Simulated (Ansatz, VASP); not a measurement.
# ZnW7: VASP beside Ansatz

```
CELL_PARAMETERS angstrom
5.61082 0.00000 0.00000
0.00000 5.61082 0.00000
0.00000 0.00000 5.61082
ATOMIC_POSITIONS crystal
Zn 0.00000 0.00000 0.00000
W 0.25262 0.25262 0.25262
W 0.00000 0.50000 0.50000
W 0.50000 0.50000 0.00000
W 0.50000 0.00000 0.50000
W 0.74738 0.25262 0.74738
W 0.74738 0.74738 0.25262
W 0.25262 0.74738 0.74738
```

Change from the starting cell: species swapped into the Si7Ge type (P-43m, No. 215).

Alike in both runs: task single point; functional PBE; k mesh 4 × 4 × 4; occupations gaussian, width 0.1 eV; no spin polarisation.

|  | VASP | Ansatz |
| --- | --- | --- |
| version | VASP 6.6.1 | Ansatz 0.2.0 |
| potentials or method | VASP PAW PBE potentials, release 64 (Zn, W_sv), cutoff 520 eV | scalar-relativistic, plane waves, PAW |
| valence electrons in the cell | 110 | 110 |

VASP gave:

| Quantity | Value |
| --- | --- |
| gap on the k mesh at the Fermi level (eV) | none |
| pressure (GPa) | 15.1 |
| rms of the force components (eV/Å) | 0.311 |

What did Ansatz give for the same quantities?

gap on the k mesh at the Fermi level (eV): none; pressure (GPa): 14.1; rms of the force components (eV/Å): 0.283.

Atom by atom the forces differ by 0.029 eV/Å (rms over components). A gap of «none» marks a metal or a gap that the smearing closes. The functional is the same, so the differences come from potentials, cutoffs and numerics.

Spin-orbit coupling is off throughout.
